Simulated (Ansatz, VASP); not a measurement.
CuI: VASP beside Ansatz

```
Cu I
1.0
     0.00000    3.01173    3.01173
     3.01173    0.00000    3.01173
     3.01173    3.01173    0.00000
Cu I
1 1
Direct
  0.25000 0.25000 0.25000
  0.00000 0.00000 0.00000
```

Alike in both runs: functional r2SCAN; k mesh 8 × 8 × 8; occupations gaussian, width 0.02 eV; no spin polarisation.

Ansatz relaxed the structure, and its values are those at the end. VASP's run is a single point on that final structure, the one shown.

|  | VASP | Ansatz |
| --- | --- | --- |
| version | VASP 6.6.1 | Ansatz 0.2.0 |
| potentials or method | VASP PAW PBE potentials, release 64 (Cu, I), cutoff 520 eV | scalar-relativistic, plane waves, PAW |
| valence electrons in the cell | 18 | 36 |

```csv
,VASP,Ansatz,Ansatz less VASP
gap on the k mesh at the Fermi level (eV),1.67,1.67,-0.005
least direct gap on the mesh (eV),1.67,1.67,-0.005
pressure (GPa),0.0,0.0,+0.03
```

VASP's potentials were made for PBE, not for r2SCAN. The functional is the same, so the differences come from potentials, cutoffs and numerics. VASP's potentials hold 18 valence electrons a cell and Ansatz's 36, so a difference there can come from the potentials and not from the codes.

Neither program's run includes spin-orbit coupling.
